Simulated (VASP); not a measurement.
# CoO (R3m) in VASP: notebook

Runs on CoO. Level: PBE. Tasks: single point.

All numbers are computed with VASP 6.6.1; they aren't measurements. Logs are shortened: lines on timing, memory, paths and dates and some standing lists are left out, and cuts for length are marked.

## Step 1: The cell of the first run

It takes space group R3m (No. 160, trigonal). The conventional cell has a = 3.204 Å, b = 3.204 Å, c = 7.699 Å, α = 90.00°, β = 90.00°, γ = 120.00°. Within 2.5 Å of Co (site symmetry 3m) lie 4 O at 1.91 to 1.96 Å. Within 2.5 Å of O (site symmetry 3m) lie 4 Co at 1.91 to 1.96 Å.

## Step 2: Single point, PBE, collinear spin, ferromagnetic start

The input, INCAR:

```
SYSTEM = CoO
  PREC = Accurate
  ENCUT = 520
  EDIFF = 1E-7
  ISMEAR = 0
  SIGMA = 0.011
  LREAL = .FALSE.
  LASPH = .TRUE.
  NELM = 150
  ALGO = Normal
  ISIF = 2
  LWAVE = .FALSE.
  LCHARG = .FALSE.
  ISPIN = 2
  MAGMOM = 2 0
  LORBIT = 11
  LMAXMIX = 4
  GGA = PE
  NBANDS = 18
```

The input, KPOINTS:

```
regular mesh
0
G
  10 10 10
  0 0 0
```

The input, POSCAR:

```
CoO
1.0
    1.6022198417      0.9250420569      2.5664708903
   -1.6022198417      0.9250420569      2.5664708903
    0.0000000000     -1.8500841138      2.5664708903
Co O
1 1
Direct
    0.9989783200      0.9989783200      0.9989783200
    0.7510210300      0.7510210300      0.7510210300
```

Potentials or basis: VASP PAW PBE potentials, release 64 (Co, O).

Started as:

```console
$ cat potpaw_PBE.64/Co/POTCAR potpaw_PBE.64/O/POTCAR > POTCAR
$ mpirun -np 1 vasp_std > vasp.out
```

OUTCAR:

```text
SYSTEM = CoO
   PREC = Accurate
   ENCUT = 520
   EDIFF = 1E-7
   ISMEAR = 0
   LREAL = .FALSE.
   LASPH = .TRUE.
   NELM = 150
   ISIF = 2
   ISPIN = 2
   LORBIT = 11
   GGA = PE

 ion  position               nearest neighbor table
   1  0.999  0.999  0.999-   2 1.91   2 1.96   2 1.96   2 1.96
   2  0.751  0.751  0.751-   1 1.91   1 1.96   1 1.96   1 1.96

  LATTYP: Found a trigonal (rhomboedric) cell.
 ALAT       =     3.1637926700
 COS(alpha) =     0.4870699110

  Lattice vectors:

 A1 = (   1.6022198417,   0.9250420569,   2.5664708903)
 A2 = (  -1.6022198417,   0.9250420569,   2.5664708903)
 A3 = (   0.0000000000,  -1.8500841138,   2.5664708903)

Analysis of symmetry for initial positions (statically):
=====================================================================
 Subroutine PRICEL returns:
 Original cell was already a primitive cell.

 Routine SETGRP: Setting up the symmetry group for a
 trigonal (rhombohedral) supercell.

 Subroutine GETGRP returns: Found  6 space group operations
 (whereof  6 operations were pure point group operations)
 out of a pool of 12 trial point group operations.

The static configuration has the point symmetry C_3v.

Analysis of symmetry for dynamics (positions and initial velocities):
=====================================================================
 Subroutine PRICEL returns:
 Original cell was already a primitive cell.

 Routine SETGRP: Setting up the symmetry group for a
 trigonal (rhombohedral) supercell.

 Subroutine GETGRP returns: Found  6 space group operations
 (whereof  6 operations were pure point group operations)
 out of a pool of 12 trial point group operations.

The dynamic configuration has the point symmetry C_3v.

Analysis of structural, dynamic, and magnetic symmetry:
=====================================================================
 Subroutine PRICEL returns:
 Original cell was already a primitive cell.

 Routine SETGRP: Setting up the symmetry group for a
 trigonal (rhombohedral) supercell.

 Subroutine GETGRP returns: Found  6 space group operations
 (whereof  6 operations were pure point group operations)
 out of a pool of 12 trial point group operations.

The overall configuration has the point symmetry C_3v.

 Subroutine INISYM returns: Found  6 space group operations
 (whereof  6 operations are pure point group operations),
 and found     1 'primitive' translations

----------------------------------------------------------------------------------------

                                     Primitive cell

  volume of cell :      22.8229

  direct lattice vectors                    reciprocal lattice vectors
     1.602219842  0.925042057  2.566470890     0.312067038  0.180171988  0.129880037
    -1.602219842  0.925042057  2.566470890    -0.312067038  0.180171988  0.129880037
     0.000000000 -1.850084114  2.566470890     0.000000000 -0.360343977  0.129880037

  length of vectors
     3.163792670  3.163792670  3.163792670     0.383036037  0.383036037  0.383036037

  position of ions in fractional coordinates (direct lattice)
     0.998978320  0.998978320  0.998978320
     0.751021030  0.751021030  0.751021030

  ion indices of the primitive-cell ions
   primitive index   ion index
                 1           1
                 2           2

----------------------------------------------------------------------------------------

 KPOINTS: regular mesh

Automatic generation of k-mesh.
 Grid dimensions read from file:
 generate k-points for:   10   10   10

 Generating k-lattice:

  Cartesian coordinates                     Fractional coordinates (reciprocal lattice)
     0.031206704  0.018017199  0.012988004     0.100000000  0.000000000  0.000000000
    -0.031206704  0.018017199  0.012988004     0.000000000  0.100000000  0.000000000
     0.000000000 -0.036034398  0.012988004     0.000000000  0.000000000  0.100000000

  Length of vectors
     0.038303604  0.038303604  0.038303604

  Shift w.r.t. Gamma in fractional coordinates (k-lattice)
     0.000000000  0.000000000  0.000000000

 Subroutine IBZKPT returns following result:
 ===========================================

 Found    116 irreducible k-points:

 Following reciprocal coordinates:
            Coordinates               Weight
  0.000000  0.000000  0.000000      1.000000
  0.100000  0.000000 -0.000000      6.000000
  0.200000  0.000000 -0.000000      6.000000
  0.300000  0.000000  0.000000      6.000000
  0.400000 -0.000000 -0.000000      6.000000
  0.500000  0.000000 -0.000000      3.000000
[... 16 lines left out ...]
  0.300000  0.300000  0.000000      6.000000
  0.400000  0.300000  0.000000     12.000000
 [... further k-points ...]
   k-points           NKPTS =    116   k-points in BZ     NKDIM =    116   number of bands    NBANDS=     18
   number of dos      NEDOS =    301   number of ions     NIONS =      2
   total plane-waves  NPLWV =  13824
   dimension x,y,z NGX =    24 NGY =   24 NGZ =   24
[... 110 lines left out ...]
      2      -0.8043      1.00000
      3       0.1009      1.00000
      4       0.1237      1.00000
      5       3.7710      1.00000
      6       3.7806      1.00000
[... 375 lines left out ...]
      4       0.1800      1.00000
      5       3.5885      1.00000
      6       3.8858      1.00000
[... 10 lines left out ...]
     17      30.0981      0.00000
     18      32.9022      0.00000

 k-point    23 :       0.3000    0.3000    0.0000
  band No.  band energies     occupation
      1     -13.4662      1.00000
      2      -0.9878      1.00000
      3       0.3423      1.00000
      4       0.3949      1.00000
      5       3.1568      1.00000
      6       4.0336      1.00000
[... 10 lines left out ...]
     17      32.6987      0.00000
     18      32.8921      0.00000

 k-point    24 :       0.4000    0.3000    0.0000
  band No.  band energies     occupation
      1     -13.3444      1.00000
      2      -1.0004      1.00000
      3       0.4710      1.00000
      4       0.4897      1.00000
      5       3.0908      1.00000
      6       4.0464      1.00000
[... 10 lines left out ...]
     17      32.7215      0.00000
     18      34.6459      0.00000

 [... further k-points ...]

 spin component 2

 k-point     1 :       0.0000    0.0000    0.0000
  band No.  band energies     occupation
      1     -13.4767      1.00000
      2       1.0269      1.00000
      3       1.1076      1.00000
      4       1.1076      1.00000
      5       5.4913      1.00000
      6       5.4913      1.00000
[... 10 lines left out ...]
     17      27.1443      0.00000
     18      29.2281      0.00000

 k-point     2 :       0.1000    0.0000   -0.0000
  band No.  band energies     occupation
      1     -13.4171      1.00000
      2       0.8603      1.00000
      3       1.0678      1.00000
      4       1.1310      1.00000
      5       5.4797      1.00000
      6       5.4800      1.00000
[... 10 lines left out ...]
     17      28.9079      0.00000
     18      30.3554      0.00000

 k-point     3 :       0.2000    0.0000   -0.0000
  band No.  band energies     occupation
      1     -13.2585      1.00000
      2       0.3746      1.00000
      3       1.1313      1.00000
      4       1.1867      1.00000
      5       5.4767      1.00000
      6       5.4771      1.00000
[... 10 lines left out ...]
     17      31.4917      0.00000
     18      32.1788      0.00000

 k-point     4 :       0.3000    0.0000    0.0000
  band No.  band energies     occupation
      1     -13.0573      1.00000
      2      -0.0751      1.00000
      3       1.2026      1.00000
      4       1.2437      1.00000
      5       5.5333      1.00000
      6       5.5393      1.00000
[... 375 lines left out ...]
      4       1.2708      1.00000
      5       5.3953      1.00000
      6       5.6780      1.00000
[... 10 lines left out ...]
     17      30.4671      0.00000
     18      33.3218      0.00000

 k-point    23 :       0.3000    0.3000    0.0000
  band No.  band energies     occupation
      1     -12.9176      1.00000
      2      -0.2308      1.00000
      3       1.3335      1.00000
      4       1.3776      1.00000
      5       5.0706      1.00000
      6       5.7338      1.00000
[... 10 lines left out ...]
     17      33.2531      0.00000
     18      33.4275      0.00000

 k-point    24 :       0.4000    0.3000    0.0000
  band No.  band energies     occupation
      1     -12.7883      1.00000
      2      -0.3257      1.00000
      3       1.3664      1.00000
      4       1.4045      1.00000
      5       5.1134      1.00000
      6       5.7864      1.00000
[... 10 lines left out ...]
     17      33.2115      0.00000
     18      35.1498      0.00000

 [... further k-points ...]
[... 5 lines left out ...]
  --------------------------------------------------------------------------------------
  -------------------------------------------------------------------------------------
  Total       -0.2623822     -0.2623822      0.5148198      0.0000000      0.0000000      0.0000000
  in kB      -18.4193259    -18.4193259     36.1405394      0.0000000      0.0000000      0.0000000
  external PRESSURE =      -0.2327041 kB  Pullay stress =       0.0000000 kB

 VOLUME and BASIS-vectors are now :
 -----------------------------------------------------------------------------
  energy-cutoff  :      520.00
  volume of cell :       22.82
      direct lattice vectors                 reciprocal lattice vectors
     1.602219842  0.925042057  2.566470890     0.312067038  0.180171988  0.129880037
    -1.602219842  0.925042057  2.566470890    -0.312067038  0.180171988  0.129880037
     0.000000000 -1.850084114  2.566470890     0.000000000 -0.360343977  0.129880037

 POSITION                                       TOTAL-FORCE (eV/Angst)
 -----------------------------------------------------------------------------------
      0.00000      0.00000      7.69155         0.000000      0.000000      0.277831
      0.00000      0.00000      5.78242         0.000000      0.000000     -0.277831
 -----------------------------------------------------------------------------------
    total drift:                               -0.000000      0.000000     -0.000062

  FREE ENERGIE OF THE ION-ELECTRON SYSTEM (eV)
  ---------------------------------------------------
  free  energy   TOTEN  =       -13.3616070228 eV

  energy  without entropy=      -13.3614810317  energy(sigma->0) =      -13.36154403

 total charge

# of ion       s       p       d       tot
------------------------------------------
    1        0.346   0.450   7.208   8.005
    2        1.552   3.439   0.000   4.992
--------------------------------------------------
tot          1.899   3.890   7.208  12.997

 magnetization (x)

# of ion       s       p       d       tot
------------------------------------------
    1        0.018   0.051   2.309   2.378
    2        0.021   0.275   0.000   0.296
--------------------------------------------------
tot          0.039   0.326   2.309   2.674
```

It took 62 s on 1 thread of Intel Xeon Platinum 8259CL at 2.50GHz (Skylake/Cascade Lake), shared host; peak memory 0.2 GiB.

What came out:

```
Free energy                                           : -13.3616 eV
Pressure                                              : 0.0 GPa
Largest force                                         : 0.278 eV/Å
Net moment                                            : 2.76 μB per cell
Site moments                                          : Co +2.38; O +0.30 μB
Valence electrons inside the program's atomic spheres : Co 8.01; O 4.99
```

Forces on the atoms (eV/Å):
```
Co   0.000  0.000  0.278
O    0.000  0.000 -0.278
```

Stress tensor (GPa, compression positive):
```
-1.84  0.00  0.00
 0.00 -1.84  0.00
 0.00  0.00  3.61
```

Levels at points of the mesh, in eV from the Fermi level:
Spin up:
```csv
k point,band 7,band 8,band 9,band 10,band 11,band 12
"(0.00, 0.00, 0.00)",0.16,0.27,0.27,0.42,14.04,14.04
"(0.50, 0.00, 0.00)",-2.13,-0.51,-0.46,5.76,6.95,13.57
"(0.50, 0.50, 0.00)",-1.81,-1.68,-1.50,5.21,9.96,11.16
"(0.50, 0.50, 0.50)",-2.17,-0.63,-0.63,5.72,7.26,13.47
```
Spin down:
```
           k point  band 4  band 5  band 6  band 7  band 8  band 9
(0.00, 0.00, 0.00)   -4.92   -0.53   -0.53    0.69    2.63    2.63
(0.50, 0.00, 0.00)   -4.73   -0.31   -0.29    0.31    1.78    1.81
(0.50, 0.50, 0.00)   -4.44   -0.76   -0.16    0.01    0.95    1.02
(0.50, 0.50, 0.50)   -4.68   -0.27   -0.27    0.15    1.65    1.65
```

Caveat: a cell with one magnetic atom can't hold antiferromagnetic order, which such compounds often take; semilocal functionals often make such compounds metallic where correlation or magnetic order opens a gap, which also shifts bond lengths. With open d or f shells a metallic result of PBE can be an artefact of self-interaction; +U or a hybrid may open a gap.

## Step 3: Single point, PBE, collinear spin, ferromagnetic start

The input, INCAR:

```
SYSTEM = CoO
  PREC = Accurate
  ENCUT = 520
  EDIFF = 1E-6
  ISMEAR = -1
  SIGMA = 0.05
  LREAL = .False.
  LASPH = .True.
  NELM = 150
  ALGO = Normal
  ISIF = 2
  LWAVE = .False.
  LCHARG = .False.
  ISPIN = 2
  MAGMOM = 2 0
  LORBIT = 11
  LMAXMIX = 4
  GGA = PE
  NBANDS = 18
```

The input, KPOINTS:

```
Automatic mesh
0
Gamma
  10 10 10
  0 0 0
```

POSCAR is that of step 2.

Potentials or basis: VASP PAW PBE potentials, release 64 (Co, O).

Started as:

```console
$ cat potpaw_PBE.64/Co/POTCAR potpaw_PBE.64/O/POTCAR > POTCAR
$ mpirun -np 1 vasp_std > vasp.out
```

It took 64 s on 1 thread of Intel Xeon Platinum 8259CL at 2.50GHz (Skylake/Cascade Lake), shared host; peak memory 0.2 GiB.

It converged, with:

- Free energy: -13.3693 eV
- Pressure: -0.3 GPa
- Largest force: 0.263 eV/Å
- Net moment: 2.74 μB per cell
- Site moments: Co +2.36; O +0.29 μB
- Valence electrons inside the program's atomic spheres: Co 8.01; O 4.99

Forces in eV/Å, atoms in the order of the input:
```
Co   0.000  0.000  0.263
O    0.000  0.000 -0.263
```

Stress tensor (GPa, compression positive):
```
-2.12  0.00  0.00
 0.00 -2.12  0.00
 0.00  0.00  3.25
```

Levels at points of the mesh, in eV from the Fermi level:
Spin up:
```csv
k point,band 7,band 8,band 9,band 10,band 11,band 12
"(0.00, 0.00, 0.00)",0.17,0.28,0.28,0.44,14.06,14.06
"(0.50, 0.00, 0.00)",-2.12,-0.50,-0.45,5.77,6.96,13.58
"(0.50, 0.50, 0.00)",-1.80,-1.66,-1.49,5.23,9.98,11.17
"(0.50, 0.50, 0.50)",-2.16,-0.61,-0.61,5.74,7.28,13.48
```
Spin down:
```
           k point  band 2  band 3  band 4  band 5  band 6  band 7  band 8  band 9  band 10  band 11
(0.00, 0.00, 0.00)   -5.00   -4.92   -4.92   -0.53   -0.53    0.69    2.62    2.62     2.71    14.51
(0.50, 0.00, 0.00)   -6.47   -4.76   -4.73   -0.31   -0.29    0.31    1.77    1.80     6.24     7.71
(0.50, 0.50, 0.00)   -6.53   -4.48   -4.44   -0.76   -0.15    0.02    0.95    1.01     6.24    10.67
(0.50, 0.50, 0.50)   -6.44   -4.68   -4.68   -0.27   -0.27    0.14    1.65    1.65     6.19     8.06
```

Caveat: a cell with one magnetic atom can't hold antiferromagnetic order, which such compounds often take; semilocal functionals often make such compounds metallic where correlation or magnetic order opens a gap, which also shifts bond lengths.

## Step 4: Single point, PBE, collinear spin, ferromagnetic start

This run uses another cell than the first one, of 11.39 Å³/atom, 0.998 times its volume.

The input, INCAR:

```
SYSTEM = CoO
PREC     = Accurate       ! precision mode
ENCUT    = 520            ! plane-wave cutoff, eV
EDIFF    = 1E-6           ! SCF threshold, eV
ISMEAR   = -1             ! smearing method
SIGMA    = 0.05           ! smearing width, eV
LREAL    = .FALSE.        ! projectors in reciprocal space
LASPH    = .TRUE.         ! aspherical terms in the spheres
NELM     = 150            ! most SCF steps
ALGO     = Normal         ! electronic algorithm
ISIF     = 2              ! what is computed and relaxed
LWAVE    = .FALSE.        ! write WAVECAR
LCHARG   = .FALSE.        ! write CHGCAR
ISPIN    = 2              ! spin polarisation
MAGMOM   = 2 0            ! initial moments
LORBIT   = 11             ! projections on sites
LMAXMIX  = 4              ! l up to which the mixer works
GGA      = PE             ! functional
NBANDS   = 18             ! bands
```

The input, KPOINTS:

```
Automatic mesh
0
G
  10 10 10
  0 0 0
```

The input, POSCAR:

```
CoO
1.0
    1.5910564260      0.9185968559      2.5970018748
   -1.5910564260      0.9185968559      2.5970018748
    0.0000000000     -1.8371937117      2.5970018748
Co O
1 1
Direct
    1.0000453615      1.0000453615      1.0000453615
    0.7499539885      0.7499539885      0.7499539885
```

Started as:

```console
$ cat potpaw_PBE.64/Co/POTCAR potpaw_PBE.64/O/POTCAR > POTCAR
$ mpirun -np 1 vasp_std > vasp.out
```

Wall time 62 s (1 thread of Intel Xeon Platinum 8259CL at 2.50GHz (Skylake/Cascade Lake), shared host); peak memory 0.2 GiB.

The run converged. Its results:

```
Free energy                                           : -13.3762 eV
Pressure                                              : -0.2 GPa
Net moment                                            : 2.74 μB per cell
Site moments                                          : Co +2.36; O +0.29 μB
Valence electrons inside the program's atomic spheres : Co 8.01; O 4.99
```

Levels at points of the mesh, in eV from the Fermi level:
Spin up:
```
           k point  band 5  band 6  band 7  band 8  band 9  band 10  band 11  band 12  band 13  band 14
(0.00, 0.00, 0.00)   -2.19   -2.19    0.20    0.33    0.33     0.33    14.26    14.26    14.27    20.25
(0.50, 0.00, 0.00)   -2.49   -2.13   -2.13   -0.51   -0.51     5.77     7.05    13.70    13.70    17.50
(0.50, 0.50, 0.00)   -3.15   -1.87   -1.74   -1.74   -1.49     5.24    10.00    11.18    14.35    14.35
(0.50, 0.50, 0.50)   -2.49   -2.13   -2.13   -0.51   -0.51     5.77     7.05    13.69    13.69    17.50
```
Spin down:
| k point | band 2 | band 3 | band 4 | band 5 | band 6 | band 7 | band 8 | band 9 | band 10 | band 11 |
| --- | --- | --- | --- | --- | --- | --- | --- | --- | --- | --- |
| (0.00, 0.00, 0.00) | -4.95 | -4.95 | -4.95 | -0.53 | -0.53 | 0.70 | 2.65 | 2.65 | 2.65 | 14.70 |
| (0.50, 0.00, 0.00) | -6.48 | -4.74 | -4.74 | -0.29 | -0.29 | 0.26 | 1.75 | 1.76 | 6.24 | 7.81 |
| (0.50, 0.50, 0.00) | -6.55 | -4.47 | -4.47 | -0.77 | -0.15 | 0.01 | 0.98 | 0.98 | 6.25 | 10.69 |
| (0.50, 0.50, 0.50) | -6.47 | -4.74 | -4.74 | -0.29 | -0.29 | 0.27 | 1.76 | 1.76 | 6.24 | 7.82 |

Caveat: a cell with one magnetic atom can't hold antiferromagnetic order, which such compounds often take; semilocal functionals often make such compounds metallic where correlation or magnetic order opens a gap, which also shifts bond lengths. With open d or f shells a metallic result of PBE can be an artefact of self-interaction; +U or a hybrid may open a gap.

## Step 5: The runs side by side

```csv
cell,smearing,gap on the mesh (eV),pressure (GPa),moment (μB),largest force (eV/Å)
"a = 3.164 Å, angles 60.9°, 2 atoms",gaussian 0.011 eV,none,0.0,2.76,0.28
"a = 3.164 Å, angles 60.9°, 2 atoms",fermi-dirac 0.05 eV,none,-0.3,2.74,0.26
"a = 3.181 Å, angles 60.0°, 2 atoms",fermi-dirac 0.05 eV,none,-0.2,2.74,-
```

Alike in all rows: task single point; level PBE; potentials or basis VASP PAW PBE potentials, release 64 (Co, O); spin collinear, ferromagnetic start; k mesh 10 × 10 × 10; cutoff (eV) 520.

Caveats: a cell with one magnetic atom can't hold antiferromagnetic order, which such compounds often take; semilocal functionals often make such compounds metallic where correlation or magnetic order opens a gap, which also shifts bond lengths.

Absolute energies hang on the potentials; compare differences alone.
